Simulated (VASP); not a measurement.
# GaP (F-43m) in VASP: a series of runs, part 2 of 2

VASP 6.6.1. The steps go on from the part before.

**3. Vibrations by perturbation theory, PBEsol**

This run uses another cell than the first one, of 20.11 Å³/atom, 0.962 times its volume.

The input, INCAR:

```
SYSTEM = GaP
PREC = Accurate
ENCUT = 520
EDIFF = 1E-8
ISMEAR = 0
SIGMA = 0.01
LREAL = .False.
LASPH = .True.
NELM = 100
ALGO = Normal
ISIF = 2
LWAVE = .False.
LCHARG = .False.
GGA = PS
NBANDS = 16
IBRION = 8
NSW = 1
LEPSILON = .True.
```

The input, KPOINTS:

```
Automatic mesh
0
Gamma
  8 8 8
  0 0 0
```

The input, POSCAR:

```
GaP
1.0
    0.0000000000      2.7192251054      2.7192251054
    2.7192251054      0.0000000000      2.7192251054
    2.7192251054      2.7192251054      0.0000000000
Ga P
1 1
Direct
    0.0000000000      0.0000000000      0.0000000000
    0.2500000000      0.2500000000      0.2500000000
```

Potentials or basis: VASP PAW PBE potentials, release 64 (Ga_d, P).

The run is started by

```
$ cat potpaw_PBE.64/Ga_d/POTCAR potpaw_PBE.64/P/POTCAR > POTCAR
$ mpirun -np 1 vasp_std > vasp.out
```

OUTCAR:

```text
SYSTEM = GaP
   PREC = Accurate
   ENCUT = 520
   EDIFF = 1E-8
   ISMEAR = 0
   LREAL = .False.
   LASPH = .True.
   NELM = 100
   ISIF = 2
   GGA = PS
   IBRION = 8
   NSW = 1
   LEPSILON = .True.

 ion  position               nearest neighbor table
   1  0.000  0.000  0.000-   2 2.35   2 2.35   2 2.35   2 2.35
   2  0.250  0.250  0.250-   1 2.35   1 2.35   1 2.35   1 2.35

  LATTYP: Found a face centered cubic cell.
 ALAT       =     5.4384502108

  Lattice vectors:

 A1 = (   0.0000000000,   2.7192251054,   2.7192251054)
 A2 = (   2.7192251054,   0.0000000000,   2.7192251054)
 A3 = (   2.7192251054,   2.7192251054,   0.0000000000)

Analysis of symmetry for initial positions (statically):
=====================================================================
 Subroutine PRICEL returns:
 Original cell was already a primitive cell.

 Routine SETGRP: Setting up the symmetry group for a
 face centered cubic supercell.

 Subroutine GETGRP returns: Found 24 space group operations
 (whereof 24 operations were pure point group operations)
 out of a pool of 48 trial point group operations.

The static configuration has the point symmetry T_d .

Analysis of symmetry for dynamics (positions and initial velocities):
=====================================================================
 Subroutine PRICEL returns:
 Original cell was already a primitive cell.

 Routine SETGRP: Setting up the symmetry group for a
 face centered cubic supercell.

 Subroutine GETGRP returns: Found 24 space group operations
 (whereof 24 operations were pure point group operations)
 out of a pool of 48 trial point group operations.

The dynamic configuration has the point symmetry T_d .

 Subroutine INISYM returns: Found 24 space group operations
 (whereof 24 operations are pure point group operations),
 and found     1 'primitive' translations

----------------------------------------------------------------------------------------

                                     Primitive cell

  volume of cell :      40.2129

  direct lattice vectors                    reciprocal lattice vectors
     0.000000000  2.719225105  2.719225105    -0.183875913  0.183875913  0.183875913
     2.719225105  0.000000000  2.719225105     0.183875913 -0.183875913  0.183875913
     2.719225105  2.719225105  0.000000000     0.183875913  0.183875913 -0.183875913

  length of vectors
     3.845565023  3.845565023  3.845565023     0.318482424  0.318482424  0.318482424

  position of ions in fractional coordinates (direct lattice)
     0.000000000  0.000000000  0.000000000
     0.250000000  0.250000000  0.250000000

[... 645 lines left out ...]
 -----------------------------------------------------------------------------
     0.00003 -0.80051  0.00000
    -0.80051  0.00003  0.00000
     0.00000  0.00000 -0.00080

--------------------------------------- Ionic step        4  -------------------------------------------

------------------------ aborting loop because EDIFF is reached ----------------------------------------

[... ionic steps 5 to 6 ...]

--------------------------------------- Ionic step        7  -------------------------------------------

 Free energy of the ion-electron system (eV)
  ---------------------------------------------------
  ---------------------------------------------------
  free energy    TOTEN  =        -0.04742429 eV

  energy without entropy =       -0.04742429

------------------------ aborting loop because EDIFF is reached ----------------------------------------

 INTERNAL STRAIN TENSOR  FOR ION    2  DIRECTION 1   (eV/Angst):
 -----------------------------------------------------------------------------
     0.01030  0.00000  0.00000
     0.00000 -0.00327 -7.28605
     0.00000 -7.28605 -0.00327

 MACROSCOPIC STATIC DIELECTRIC TENSOR (including local field effects in DFT)
 ------------------------------------------------------
          11.513465    -0.000000    -0.000000
          -0.000000    11.513465     0.000000
          -0.000000     0.000000    11.513465
 ------------------------------------------------------

 PIEZOELECTRIC TENSOR (including local field effects)  for field in x, y, z        (e  Angst)
          XX          YY          ZZ          XY          YZ          ZX
  --------------------------------------------------------------------------------
  x     0.00000     0.00000     0.00000     0.00000    -2.01671     0.00000
  y     0.00000    -0.00000     0.00000     0.00000     0.00000    -2.01671
  z     0.00000    -0.00000    -0.00000    -2.01671     0.00000     0.00000

 PIEZOELECTRIC TENSOR (including local field effects)  for field in x, y, z        (C/m^2)
          XX          YY          ZZ          XY          YZ          ZX
  --------------------------------------------------------------------------------
  x     0.00000     0.00000     0.00000     0.00000    -0.80351     0.00000
  y     0.00000    -0.00000     0.00000     0.00000     0.00000    -0.80351
  z     0.00000    -0.00000    -0.00000    -0.80351     0.00000     0.00000

 BORN EFFECTIVE CHARGES (including local field effects) (in |e|, cummulative output)
 ---------------------------------------------------------------------------------
 ion    1
    1     2.18400    -0.00000    -0.00000
    2    -0.00000     2.18400     0.00000
    3     0.00000    -0.00000     2.18400
 ion    2
    1    -2.18400     0.00000     0.00000
    2     0.00000    -2.18400     0.00000
    3    -0.00000     0.00000    -2.18400

 INTERNAL STRAIN TENSOR FOR ION    2 for displacements in x,y,z  (eV/Angst):
          X           Y           Z          XY          YZ          ZX
  --------------------------------------------------------------------------------
  x     0.00000     0.00000     0.00000     0.00000    -7.28605     0.00000
  y     0.00000     0.00000     0.00000     0.00000     0.00000    -7.28605
  z     0.00000     0.00000     0.00000    -7.28605     0.00000     0.00000

 SECOND DERIVATIVES (NOT SYMMETRIZED)
 ------------------------------------
               1X          1Y          1Z          2X          2Y          2Z
  1X    -9.944929    0.000000    0.000000    9.944929    0.000000    0.000000
  1Y     0.000000   -9.944929    0.000000    0.000000    9.944929    0.000000
  1Z     0.000000    0.000000   -9.944929    0.000000    0.000000    9.944929
  2X     9.972720    0.000000    0.000000   -9.972720    0.000000    0.000000
  2Y     0.000000    9.972720    0.000000    0.000000   -9.972720    0.000000
  2Z     0.000000    0.000000    9.972720    0.000000    0.000000   -9.972720

 Eigenvectors and eigenvalues of the dynamical matrix
 ----------------------------------------------------

   1 f  =   10.655970 THz    66.953435 2PiTHz  355.444904 cm-1    44.069532 meV
             X         Y         Z           dx          dy          dz
      0.000000  0.000000  0.000000    -0.000000   -0.554078   -0.000000
      1.359613  1.359613  1.359613     0.000000    0.832465   -0.000000
[... 21 lines left out ...]
   6 f/i=    0.006858 THz     0.043089 2PiTHz    0.228754 cm-1     0.028362 meV
             X         Y         Z           dx          dy          dz
      0.000000  0.000000  0.000000     0.820904   -0.137478   -0.014609
      1.359613  1.359613  1.359613     0.546383   -0.091504   -0.009723

--------------------------------------------------------------------------------------------------------

 MACROSCOPIC STATIC DIELECTRIC TENSOR IONIC CONTRIBUTION
 ------------------------------------------------------
           2.155246    -0.000000     0.000000
          -0.000000     2.155246    -0.000000
           0.000000    -0.000000     2.155246
 ------------------------------------------------------

 ELASTIC MODULI CONTR FROM IONIC RELAXATION (kBar)
 Direction    XX          YY          ZZ          XY          YZ          ZX
 --------------------------------------------------------------------------------
 XX          -0.0000     -0.0000     -0.0000     -0.0000     -0.0000     -0.0000
 YY          -0.0000     -0.0000     -0.0000     -0.0000     -0.0000     -0.0000
 ZZ          -0.0000     -0.0000     -0.0000     -0.0000     -0.0000     -0.0000
 XY          -0.0000     -0.0000     -0.0000   -209.8761      0.0000      0.0000
 YZ          -0.0000     -0.0000     -0.0000      0.0000   -209.8761      0.0000
 ZX          -0.0000     -0.0000     -0.0000      0.0000      0.0000   -209.8761
 --------------------------------------------------------------------------------

 PIEZOELECTRIC TENSOR IONIC CONTR  for field in x, y, z        (C/m^2)
          XX          YY          ZZ          XY          YZ          ZX
  --------------------------------------------------------------------------------
  x     0.00000     0.00000     0.00000    -0.00000     0.63285    -0.00000
  y     0.00000     0.00000     0.00000     0.00000    -0.00000     0.63285
  z     0.00000     0.00000     0.00000     0.63285     0.00000    -0.00000
```

It took 20 min on 1 thread of Intel Xeon Platinum 8259CL at 2.50GHz (Skylake/Cascade Lake), shared host; peak memory 0.3 GiB.

What came out:

```
Electronic dielectric tensor (diagonal)                 : 11.51
Born charges (mean of the diagonal)                     : Ga +2.18; P -2.18 e
Highest phonon frequency at Γ, LO-TO splitting left out : 355 cm⁻¹
```

Phonon frequencies in cm⁻¹ (negative: imaginary):
| q point | frequencies |
| --- | --- |
| (0.000, 0.000, 0.000) | 0 0 0 355 355 355 |

Electronic dielectric tensor:
```
11.51  0.00  0.00
 0.00 11.51  0.00
 0.00  0.00 11.51
```

Born effective charge tensors (e):
atom 1, Ga
```
2.18 0.00 0.00
0.00 2.18 0.00
0.00 0.00 2.18
```
atom 2, P
```
-2.18  0.00  0.00
 0.00 -2.18  0.00
 0.00  0.00 -2.18
```

Caveat: the PAW data sets were made with another functional, which shifts forces and pressure a little.

**4. Elastic constants, PBEsol**

This run uses another cell than the first one, of 20.11 Å³/atom, 0.962 times its volume.

The input, INCAR:

```
SYSTEM = GaP
  ALGO = Normal
  EDIFF = 1E-8
  ENCUT = 600
  GGA = PS
  IBRION = 6
  ISIF = 3
  ISMEAR = 0
  LASPH = .True.
  LCHARG = .False.
  LREAL = .False.
  LWAVE = .False.
  NELM = 80
  NFREE = 2
  NSW = 1
  POTIM = 0.015
  PREC = Accurate
  SIGMA = 0.01
```

The input, KPOINTS:

```
k-points
0
Gamma
  8 8 8
  0 0 0
```

POSCAR is that of step 3.

Potentials or basis: VASP PAW PBE potentials, release 64 (Ga_d, P).

The run is started by

```
$ cat potpaw_PBE.64/Ga_d/POTCAR potpaw_PBE.64/P/POTCAR > POTCAR
$ mpirun -np 1 vasp_std > vasp.out
```

OUTCAR:

```text
SYSTEM = GaP
   EDIFF = 1E-8
   ENCUT = 600
   GGA = PS
   IBRION = 6
   ISIF = 3
   ISMEAR = 0
   LASPH = .True.
   LREAL = .False.
   NELM = 80
   NFREE = 2
   NSW = 1
   POTIM = 0.015
   PREC = Accurate

 ion  position               nearest neighbor table
[... 1227 lines left out ...]
   1 f  =   10.660592 THz    66.982477 2PiTHz  355.599084 cm-1    44.088647 meV
             X         Y         Z           dx          dy          dz
      0.000000  0.000000  0.000000    -0.554743   -0.000000   -0.000000
      1.359613  1.359613  1.359613     0.832022   -0.000000    0.000000
[... 21 lines left out ...]
   6 f/i=    0.001658 THz     0.010420 2PiTHz    0.055316 cm-1     0.006858 meV
             X         Y         Z           dx          dy          dz
      0.000000  0.000000  0.000000     0.319346    0.754218    0.146404
      1.359613  1.359613  1.359613     0.212921    0.502868    0.097613

--------------------------------------------------------------------------------------------------------

 ELASTIC MODULI CONTR FROM IONIC RELAXATION (kBar)
 Direction    XX          YY          ZZ          XY          YZ          ZX
 --------------------------------------------------------------------------------
 XX          -0.0000     -0.0000     -0.0000     -0.0000      0.0000     -0.0000
 YY          -0.0000     -0.0000     -0.0000     -0.0000     -0.0000      0.0000
 ZZ          -0.0000     -0.0000     -0.0000      0.0000     -0.0000     -0.0000
 XY          -0.0000     -0.0000      0.0000   -230.4909      0.0000      0.0000
 YZ           0.0000     -0.0000     -0.0000      0.0000   -230.4909      0.0000
 ZX          -0.0000      0.0000     -0.0000      0.0000      0.0000   -230.4909
 --------------------------------------------------------------------------------

 TOTAL ELASTIC MODULI (kBar)
 Direction    XX          YY          ZZ          XY          YZ          ZX
 --------------------------------------------------------------------------------
 XX        1343.8873    596.1881    596.1881     -0.0000     -0.0000     -0.0000
 YY         596.1881   1343.8873    596.1881     -0.0000     -0.0000      0.0000
 ZZ         596.1881    596.1881   1343.8873      0.0000      0.0000     -0.0000
 XY          -0.0000     -0.0000      0.0000    676.6990      0.0000      0.0000
 YZ          -0.0000     -0.0000      0.0000      0.0000    676.6990      0.0000
 ZX          -0.0000      0.0000     -0.0000      0.0000      0.0000    676.6990
 --------------------------------------------------------------------------------
```

OSZICAR:

```text
N       E                     dE             d eps       ncg     rms          rms(c)
DAV:   1     0.838754217952E+02    0.83875E+02   -0.10209E+04   770   0.216E+03
DAV:   2    -0.344085167653E+01   -0.87316E+02   -0.84417E+02   824   0.354E+02
DAV:   3    -0.100781981683E+02   -0.66373E+01   -0.66070E+01   929   0.784E+01
[... 203 lines left out ...]
DAV:   4    -0.991997998130E+01    0.11355E-04   -0.85803E-05  3014   0.103E-01    0.971E-03
DAV:   5    -0.991997992661E+01    0.54689E-07   -0.19406E-05  2670   0.405E-02    0.735E-03
DAV:   6    -0.991997994476E+01   -0.18146E-07   -0.82262E-07  3007   0.874E-03    0.408E-03
DAV:   7    -0.991997996653E+01   -0.21773E-07   -0.92143E-08  2895   0.269E-03    0.438E-04
DAV:   8    -0.991997996476E+01    0.17671E-08   -0.38067E-09  1620   0.825E-04
  17 F= -.99199800E+01 E0= -.99199800E+01  d E =-.367219E-27
```

stdout:

```text
POSCAR found type information on POSCAR GaP
 POSCAR found :  2 types and       2 ions
 scaLAPACK will be used
 -----------------------------------------------------------------------------
|                                                                             |
|                                                                             |
|     You enforced a specific xc type in the INCAR file but a different       |
|     I HOPE YOU KNOW WHAT YOU ARE DOING!                                     |
[... 32 lines left out ...]
 Finite differences progress:
 bond charge predicted
 Finite differences progress:
 bond charge predicted
 Finite differences progress:
 bond charge predicted
 Finite differences progress:
 bond charge predicted
 Finite differences progress:
 bond charge predicted
 Finite differences progress:
 bond charge predicted
 Finite differences progress:
```

Wall time 14 min (1 thread of Intel Xeon Platinum 8259CL at 2.50GHz (Skylake/Cascade Lake), shared host); peak memory 0.31 GiB.

Results:

```yaml
Elastic_constants_C11_C12_C44: 134, 60, 68 GPa
Voigt_bulk_modulus: 85 GPa
Highest_phonon_frequency_at_Γ_LO-TO_splitting_left_out: 356 cm⁻¹
```

Phonon frequencies in cm⁻¹ (negative: imaginary):
```
              q point        frequencies
(0.000, 0.000, 0.000)  0 0 0 356 356 356
```

Elastic tensor in Voigt notation (GPa, in the Cartesian axes of the cell as first typed):
```
134  60  60   0   0   0
 60 134  60   0   0   0
 60  60 134   0   0   0
  0   0   0  68   0   0
  0   0   0   0  68   0
  0   0   0   0   0  68
```

Clamped-ion elastic tensor (GPa):
```
134  60  60   0   0   0
 60 134  60   0   0   0
 60  60 134   0   0   0
  0   0   0  91   0   0
  0   0   0   0  91   0
  0   0   0   0   0  91
```

Caveat: the PAW data sets were made with another functional, which shifts forces and pressure a little.
